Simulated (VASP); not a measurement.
Crystal: Mn.

```
CELL_PARAMETERS angstrom
0.00000 1.74500 1.74500
1.74500 0.00000 1.74500
1.74500 1.74500 0.00000
ATOMIC_POSITIONS crystal
Mn 0.00000 0.00000 0.00000
```

Base run:

| Quantity | Value |
| --- | --- |
| Program | VASP 6.6.1 |
| Functional | PBE |
| Potentials or basis | VASP PAW PBE potentials, release 64 (Mn_pv) |
| Cutoff | 520 eV |
| k mesh | 13 × 13 × 13 |
| Occupations | fermi-dirac, width 0.05 eV |
| Spin | collinear spin, ferromagnetic start |
| Starting moments | [0.45] μB |

Its results: pressure 2.9 GPa; site moments Mn +0.08 μB.

Problem. After a change of settings the same cell gave: pressure 40.9 GPa; site moments Mn +2.29 μB. Which change was it?
A. potentials or basis from VASP PAW PBE potentials, release 64 (Mn_pv) to VASP PAW PBE potentials, release 64 (Mn_sv); cutoff from 520 eV to 600 eV; further incar settings from ALGO = Normal; EDIFF = 1e-06; NBANDS = 16 to ALGO = Normal; EDIFF = 1e-06; NBANDS = 18; valence electrons from 13 to 15
B. moments at the start from [0.45] to [1.01]; fixed moment from none to 1.01 μB
C. moments at the start from [0.45] to [2.02]; fixed moment from none to 2.02 μB
D. moments at the start from [0.45] to [2.36]; fixed moment from none to 2.36 μB

Solution. D.

Caveats: the total moment is fixed, so each spin has its own Fermi level (some runs).
